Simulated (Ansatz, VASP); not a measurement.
# ZnS: VASP beside Ansatz

```
Zn S
1.0
     0.00000    2.70465    2.70465
     2.70465    0.00000    2.70465
     2.70465    2.70465    0.00000
Zn S
1 1
Direct
  0.00000 0.00000 0.00000
  0.74020 0.75000 0.75000
```

Change from the starting cell: all S atoms moved +0.037 Å, as atom 2 towards its neighbour atom 2 (S) at 3.825 Å.

Alike in both runs: task single point; functional PBE; k mesh 10 × 10 × 10; occupations gaussian, width 0.05 eV; no spin polarisation.

|  | VASP | Ansatz |
| --- | --- | --- |
| version | VASP 6.6.1 | Ansatz 0.2.0 |
| potentials or method | VASP PAW PBE potentials, release 64 (Zn, S), cutoff 520 eV | scalar-relativistic, plane waves, PAW |
| valence electrons in the cell | 18 | 18 |

```csv
,VASP,Ansatz,Ansatz less VASP
gap on the k mesh at the Fermi level (eV),2.07,2.07,-0.005
least direct gap on the mesh (eV),2.07,2.07,-0.005
pressure (GPa),1.6,1.4,-0.16
"traceless stress, the component that is largest in VASP (GPa)",-0.61,-0.60,+0.009
rms of the force components (eV/Å),0.126,0.125,-0.0010
```

Atom by atom the forces differ by 0.001 eV/Å (rms over components).
